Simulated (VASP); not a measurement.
# TaAl5B (F-43m) in VASP: notebook

TaAl5B is run at these levels: PBE; tasks: single point.

All numbers are computed with VASP 6.6.1; they aren't measurements. Logs are shortened: lines on timing, memory, paths and dates and some standing lists are left out, and cuts for length are marked.

**1. The cell of the first run**

Symmetry: F-43m, No. 216, cubic system. The conventional cell has a = 7.940 Å, b = 7.940 Å, c = 7.940 Å, α = 90.00°, β = 90.00°, γ = 90.00°. Within 4.3 Å of Ta (site symmetry -43m) lie 16 Al at 3.26 to 3.44 Å and 6 B at 3.97 Å. Within 2.6 Å of Al (site symmetry 3m) lie 1 B at 1.90 Å and 3 Al at 2.50 Å. Within 4.4 Å of Al (site symmetry -43m) lie 12 Al at 3.33 Å and 4 Ta at 3.44 Å and 4 B at 3.44 Å. Within 2.5 Å of B (site symmetry -43m) lie 4 Al at 1.90 Å.

The cell was built from a structure type or drawn by symmetry, and may not be a known phase.

**2. Single point, PBE**

INCAR

```
ALGO     = Normal         # electronic algorithm
EDIFF    = 1E-6           # SCF threshold, eV
ENCUT    = 500            # plane-wave cutoff, eV
GGA      = PE             # functional
GGA_COMPAT= F            
ISIF     = 2              # what is computed and relaxed
ISMEAR   = 0              # smearing method
LASPH    = T              # aspherical terms in the spheres
LCHARG   = T              # write CHGCAR
LELF     = T              # ELF
LREAL    = F              # projectors in reciprocal space
LVHAR    = T            
LWAVE    = F              # write WAVECAR
NBANDS   = 24             # bands
NELM     = 120            # most SCF steps
PREC     = Accurate       # precision mode
SIGMA    = 0.2            # smearing width, eV
```

KPOINTS

```
k-points
0
Gamma
  4 4 4
```

POSCAR

```
TaAl5B
1.0
    0.0000000000      3.9701882695      3.9701882695
    3.9701882695      0.0000000000      3.9701882695
    3.9701882695      3.9701882695      0.0000000000
Ta Al B
1 5 1
Direct
    0.5000000000      0.5000000000      0.5000000000
    0.1385071625      0.1385071625      0.1385071625
    0.1385071625      0.1385071625      0.5844785126
    0.1385071625      0.5844785126      0.1385071625
    0.5844785126      0.1385071625      0.1385071625
    0.7500000000      0.7500000000      0.7500000000
    0.0000000000      0.0000000000      0.0000000000
```

Potentials or basis: VASP PAW PBE potentials, release 64 (Ta_pv, Al, B).

The run is started by

```
$ cat potpaw_PBE.64/Ta_pv/POTCAR potpaw_PBE.64/Al/POTCAR potpaw_PBE.64/B/POTCAR > POTCAR
$ mpirun -np 1 vasp_std > vasp.out
```

OUTCAR:

```text
EDIFF = 1E-6
   ENCUT = 500
   GGA = PE
   ISIF = 2
   ISMEAR = 0
   LASPH = T
   LREAL = F
   NELM = 120
   PREC = Accurate

 ion  position               nearest neighbor table
   1  0.500  0.500  0.500-   3 3.26   4 3.26   5 3.26   2 3.26   2 3.26   2 3.26   4 3.26   4 3.26
                             5 3.26   3 3.26   3 3.26   5 3.26   6 3.44   6 3.44   6 3.44   6 3.44
   2  0.139  0.139  0.139-   7 1.90   4 2.50   5 2.50   3 2.50   3 3.11   4 3.11   5 3.11   1 3.26
                             1 3.26   1 3.26   6 3.33   6 3.33   6 3.33
   3  0.139  0.139  0.584-   7 1.90   4 2.50   5 2.50   2 2.50   2 3.11   4 3.11   5 3.11   1 3.26
                             1 3.26   1 3.26   6 3.33   6 3.33   6 3.33
   4  0.139  0.584  0.139-   7 1.90   3 2.50   5 2.50   2 2.50   2 3.11   3 3.11   5 3.11   1 3.26
                             1 3.26   1 3.26   6 3.33   6 3.33   6 3.33
   5  0.584  0.139  0.139-   7 1.90   3 2.50   4 2.50   2 2.50   3 3.11   4 3.11   2 3.11   1 3.26
                             1 3.26   1 3.26   6 3.33   6 3.33   6 3.33
   6  0.750  0.750  0.750-   4 3.33   5 3.33   3 3.33   5 3.33   3 3.33   4 3.33   2 3.33   2 3.33
                             2 3.33   3 3.33   4 3.33   5 3.33   1 3.44   1 3.44   1 3.44   1 3.44
   7  0.000  0.000  0.000-   4 1.90   5 1.90   3 1.90   2 1.90

  LATTYP: Found a face centered cubic cell.
 ALAT       =     7.9403765390

  Lattice vectors:

 A1 = (   0.0000000000,   3.9701882695,   3.9701882695)
 A2 = (   3.9701882695,   0.0000000000,   3.9701882695)
 A3 = (   3.9701882695,   3.9701882695,   0.0000000000)

Analysis of symmetry for initial positions (statically):
=====================================================================
 Subroutine PRICEL returns:
 Original cell was already a primitive cell.

 Routine SETGRP: Setting up the symmetry group for a
 face centered cubic supercell.

 Subroutine GETGRP returns: Found 24 space group operations
 (whereof 24 operations were pure point group operations)
 out of a pool of 48 trial point group operations.

The static configuration has the point symmetry T_d .

Analysis of symmetry for dynamics (positions and initial velocities):
=====================================================================
 Subroutine PRICEL returns:
 Original cell was already a primitive cell.

 Routine SETGRP: Setting up the symmetry group for a
 face centered cubic supercell.

 Subroutine GETGRP returns: Found 24 space group operations
 (whereof 24 operations were pure point group operations)
 out of a pool of 48 trial point group operations.

[... 99 lines left out ...]
   ISIF   =      2    stress and relaxation
   ISYM   =      2    0-nonsym 1-usesym 2-fastsym
   POTIM  = 0.5000    time-step for ionic-motion
   TEBEG  =    0.0;   TEEND  =   0.0 temperature during run
   PSTRESS=    0.0 pullay stress
   NELECT =      29.0000    total number of electrons
   NUPDOWN=      -1.0000    fix difference up-down
   EMIN   =  10.00;   EMAX   =-10.00  energy-range for DOS
   EFERMI =   0.00;   METHOD = LEGACY
   ISMEAR =     0;   SIGMA  =   0.20  broadening in eV -4-tet -1-fermi 0-gaus
   EFERMI_NEDOS =   21; number of points for ismear=-14 and -15
   IALGO  =     38    algorithm
   IMIX   =      4    mixing-type and parameters
     AMIX     =   0.40;   BMIX     =  1.00
     AMIX_MAG =   1.60;   BMIX_MAG =  1.00
  volume/ion in A,a.u.               =      17.88       120.66
  Fermi-wavevector in a.u.,A,eV,Ry     =   1.005510  1.900138 13.756175  1.011050
  Thomas-Fermi vector in A             =   2.138194
   LORBIT       =      0    0 simple, 1 ext, 2 COOP (PROOUT), +10 PAW based schemes
   GGA     = PE    functional components
   LHFCALC =     F    Hartree Fock is set to
   AEXX    =    0.0000 exact exchange contribution
   IVDW    =     0    specifies the selected vdW correction
   LEPSILON=     F    determine dielectric tensor
   LRPA    =     F    only Hartree local field effects (RPA)
 non-spin polarized calculation
 Gauss-broadening in eV      SIGMA  =   0.20
  energy-cutoff  :      500.00
  volume of cell :      125.16
 maximum number of plane-waves:      3218
 NGX is ok and might be reduce to    42
   NGX = 21   NGY = 21   NGZ = 21

 number of electron      28.9999999 magnetization

 Free energy of the ion-electron system (eV)
  ---------------------------------------------------
  ext. energy  EPLUGINS =         0.00000000
  ---------------------------------------------------
  free energy    TOTEN  =       -32.19657742 eV

  energy without entropy =      -32.07173284  energy(sigma->0) =      -32.13415513

 E-fermi :   5.8901     XC(G=0): -10.0358

 val. band max:        5.8674940983   @ k =  -0.2500   0.2500   0.0000
 cond. band min:       5.8974136718   @ k =   0.2500   0.2500   0.0000
 fundamental gap:      0.0299195735
 Fermi energy:         5.8901271026

 k-point     1 :       0.0000    0.0000    0.0000
  band No.  band energies     occupation
      1     -29.3623      2.00000
      2     -29.3623      2.00000
      3     -29.3623      2.00000
      4      -4.6881      2.00000
      5      -0.5463      2.00000
      6       2.0062      2.00000
[... 205 lines left out ...]
     23      10.0111      0.00000
     24      10.4744      0.00000

------------------------ aborting loop because EDIFF is reached ----------------------------------------

  FORCE on cell =-STRESS in cart. coord.  units (eV):
  Direction    XX          YY          ZZ          XY          YZ          ZX
  --------------------------------------------------------------------------------------
  -------------------------------------------------------------------------------------
  Total        0.3687516      0.3687516      0.3687516      0.0000000      0.0000000      0.0000000
  in kB        4.7204264      4.7204264      4.7204264      0.0000000      0.0000000      0.0000000
  external PRESSURE =       4.7204264 kB  Pullay stress =       0.0000000 kB

 VOLUME and BASIS-vectors are now :
 -----------------------------------------------------------------------------
  energy-cutoff  :      500.00
  volume of cell :      125.16
      direct lattice vectors                 reciprocal lattice vectors
     0.000000000  3.970188269  3.970188269    -0.125938612  0.125938612  0.125938612
     3.970188269  0.000000000  3.970188269     0.125938612 -0.125938612  0.125938612
     3.970188269  3.970188269  0.000000000     0.125938612  0.125938612 -0.125938612

 POSITION                                       TOTAL-FORCE (eV/Angst)
 -----------------------------------------------------------------------------------
      3.97019      3.97019      3.97019        -0.000000      0.000000      0.000000
      1.09980      1.09980      1.09980         0.032717      0.032717      0.032717
      2.87039      2.87039      1.09980        -0.032717     -0.032717      0.032717
      2.87039      1.09980      2.87039        -0.032717      0.032717     -0.032717
      1.09980      2.87039      2.87039         0.032717     -0.032717     -0.032717
      5.95528      5.95528      5.95528        -0.000000     -0.000000     -0.000000
      0.00000      0.00000      0.00000        -0.000000     -0.000000      0.000000
 -----------------------------------------------------------------------------------
    total drift:                               -0.000000     -0.000000     -0.000000

  FREE ENERGIE OF THE ION-ELECTRON SYSTEM (eV)
  ---------------------------------------------------
  free  energy   TOTEN  =       -32.1965774235 eV

  energy  without entropy=      -32.0717328444  energy(sigma->0) =      -32.13415513
```

OSZICAR:

```text
N       E                     dE             d eps       ncg     rms          rms(c)
DAV:   1     0.967118516270E+02    0.96712E+02   -0.12232E+04   384   0.997E+02
DAV:   2    -0.353077143091E+02   -0.13202E+03   -0.12645E+03   456   0.203E+02
DAV:   3    -0.404905594438E+02   -0.51828E+01   -0.50572E+01   536   0.362E+01
DAV:   4    -0.405695515700E+02   -0.78992E-01   -0.78897E-01   464   0.471E+00
DAV:   5    -0.405710738086E+02   -0.15222E-02   -0.15220E-02   512   0.731E-01    0.130E+01
DAV:   6    -0.335553401135E+02    0.70157E+01   -0.40905E+01   440   0.285E+01    0.741E+00
DAV:   7    -0.325078995741E+02    0.10474E+01   -0.21409E+01   448   0.161E+01    0.390E+00
DAV:   8    -0.322225964182E+02    0.28530E+00   -0.11132E+00   472   0.458E+00    0.197E+00
DAV:   9    -0.322159933301E+02    0.66031E-02   -0.30876E-01   480   0.251E+00    0.830E-01
DAV:  10    -0.321965540189E+02    0.19439E-01   -0.57268E-02   432   0.100E+00    0.232E-01
DAV:  11    -0.321965748779E+02   -0.20859E-04   -0.49270E-03   464   0.339E-01    0.598E-02
DAV:  12    -0.321965858868E+02   -0.11009E-04   -0.12000E-04   464   0.631E-02    0.400E-02
DAV:  13    -0.321965776342E+02    0.82526E-05   -0.59071E-05   488   0.358E-02    0.560E-03
DAV:  14    -0.321965774235E+02    0.21071E-06   -0.43573E-06   472   0.102E-02
   1 F= -.32196577E+02 E0= -.32134155E+02  d E =-.124845E+00
```

Wall time 16 s (1 thread of Intel Xeon 6975P-C (Granite Rapids), shared host); peak memory 0.25 GiB.

Results:

```
Free energy            : -32.1966 eV
Pressure               : 0.5 GPa
Largest force          : 0.057 eV/Å
Band gap on the k mesh : zero (an odd number of electrons rules out a gap without spin polarisation)
```

Forces in eV/Å, atoms in the order of the input:
```
Ta   0.000  0.000  0.000
Al   0.033  0.033  0.033
Al  -0.033 -0.033  0.033
Al  -0.033  0.033 -0.033
Al   0.033 -0.033 -0.033
Al   0.000  0.000  0.000
B    0.000  0.000  0.000
```

Levels at points of the mesh, in eV from the Fermi level:
| k point | band 11 | band 12 | band 13 | band 14 | band 15 | band 16 | band 17 | band 18 |
| --- | --- | --- | --- | --- | --- | --- | --- | --- |
| (0.00, 0.00, 0.00) | -3.55 | -3.55 | -1.68 | -1.68 | 0.44 | 0.44 | 0.44 | 1.28 |
| (0.50, 0.00, 0.00) | -2.68 | -1.20 | -1.20 | -1.17 | 0.17 | 0.57 | 0.57 | 1.19 |
| (0.50, 0.50, 0.00) | -1.05 | -1.05 | -0.68 | -0.63 | 0.09 | 0.09 | 1.08 | 1.55 |

Caveat: spin-orbit coupling is left out, which moves the levels of the heavy elements.

(Continued in part 2 of 2.)
